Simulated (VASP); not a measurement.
LiNbO3, 10 atoms in the cell. It takes space group R-3c (No. 167, trigonal). Conventional cell: a = 5.185 Å, b = 5.185 Å, c = 13.688 Å, α = 90.00°, β = 90.00°, γ = 120.00°. Li (site symmetry 32) has 3 O at 1.96 Å within 2.6 Å. Within 2.6 Å of Nb (site symmetry -3) lie 6 O at 1.98 Å. O (site symmetry 2) has 1 Li at 1.96 Å and 2 Nb at 1.98 Å within 2.6 Å. 

```yaml
Program: VASP 6.6.1
Task: single point
Functional: r2SCAN
Potentials_or_basis: VASP PAW PBE potentials, release 64 (Li_sv, Nb_sv, O)
Cutoff: 520 eV
k_mesh: 6 × 6 × 6
Occupations: gaussian, width 0.05 eV
Spin: no spin polarisation
Dipole_correction: no
Further_INCAR_settings: ALGO = Normal; EDIFF = 1e-06; NBANDS = 45
```

Potentials or basis: VASP PAW PBE potentials, release 64 (Li_sv, Nb_sv, O).

Run with:

```console
$ cat potpaw_PBE.64/Li_sv/POTCAR potpaw_PBE.64/Nb_sv/POTCAR potpaw_PBE.64/O/POTCAR > POTCAR
$ cp INCAR.step1 INCAR
$ mpirun -np 1 vasp_std > vasp.out
$ cp INCAR.step2 INCAR
$ mpirun -np 1 vasp_std > vasp.out
```

Hardware: 1 thread of Intel(R) Xeon(R) Platinum 8259CL CPU @ 2.50GHz (Skylake/Cascade Lake) (shared host).

Problem. How long does it take, and how much memory?

Solution. Wall time 16 min on 1 thread of Intel(R) Xeon(R) Platinum 8259CL CPU @ 2.50GHz (Skylake/Cascade Lake), on a shared host, peak memory 0.36 GiB. Counts: k points 32.
